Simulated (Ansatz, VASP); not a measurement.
BaRe2: VASP beside Ansatz

```
Ba Re
1.0
     4.14761    0.00000    0.00000
    -2.07381    3.59194    0.00000
     0.00000    0.00000    5.60028
Ba Re
1 2
Direct
  0.00000 0.00000 0.00000
  0.33333 0.66667 0.50000
  0.66667 0.33333 0.50000
```

Alike in both runs: functional r2SCAN; k mesh 5 × 5 × 5; occupations tetrahedron; no spin polarisation.

Ansatz relaxed the structure, and its values are those at the end. VASP's run is a single point on that final structure, the one shown.

|  | VASP | Ansatz |
| --- | --- | --- |
| version | VASP 6.6.1 | Ansatz 0.2.0 |
| potentials or method | VASP PAW PBE potentials, release 64 (Ba_sv, Re), cutoff 520 eV | PAW plane waves |
| valence electrons in the cell | 24 | 40 |

Ansatz gave:

| Item | Value |
| --- | --- |
| gap on the k mesh at the Fermi level (eV) | none |
| pressure (GPa) | 0.0 |

Task: What did VASP give for the same quantities?

Result: gap on the k mesh at the Fermi level (eV): none; pressure (GPa): -0.5.

VASP's potentials were made for PBE, not for r2SCAN. A gap of «none» marks a metal or a gap that the smearing closes. VASP's potentials hold 24 valence electrons a cell and Ansatz's 40, so a difference there can come from the potentials and not from the codes. Ansatz's warnings: band table not solved further, forces under tetrahedra, structure snapped to symmetry, tetrahedron derivatives may miss energy slope.

Neither program's run includes spin-orbit coupling.
